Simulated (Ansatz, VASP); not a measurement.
In: VASP beside Ansatz

```xyz
2
Lattice="0.0000 3.2830 3.2830 3.2830 0.0000 3.2830 3.2830 3.2830 0.0000" Properties=species:S:1:pos:R:3 pbc="T T T"
In   -0.8208   -0.8208   -0.8208
In    0.8208    0.8208    0.8208
```

Alike in both runs: functional PBEsol; k mesh 10 × 10 × 10; occupations fermi-dirac, width 0.08 eV; no spin polarisation.

Ansatz relaxed the structure, and its values are those at the end. VASP's run is a single point on that final structure, the one shown.

|  | VASP | Ansatz |
| --- | --- | --- |
| version | VASP 6.6.1 | Ansatz 0.2.0 |
| potentials or method | VASP PAW PBE potentials, release 64 (In_d) | PAW with Ansatz's default frozen-core files, scalar-relativistic |
| plane-wave cutoff (eV) | 520 | 420 |
| valence electrons in the cell | 26 | 26 |

```tsv
	VASP	Ansatz	Ansatz less VASP
pressure (GPa)	0.0	0.0	+0.02
```

VASP's potentials were made for PBE, not for PBEsol.
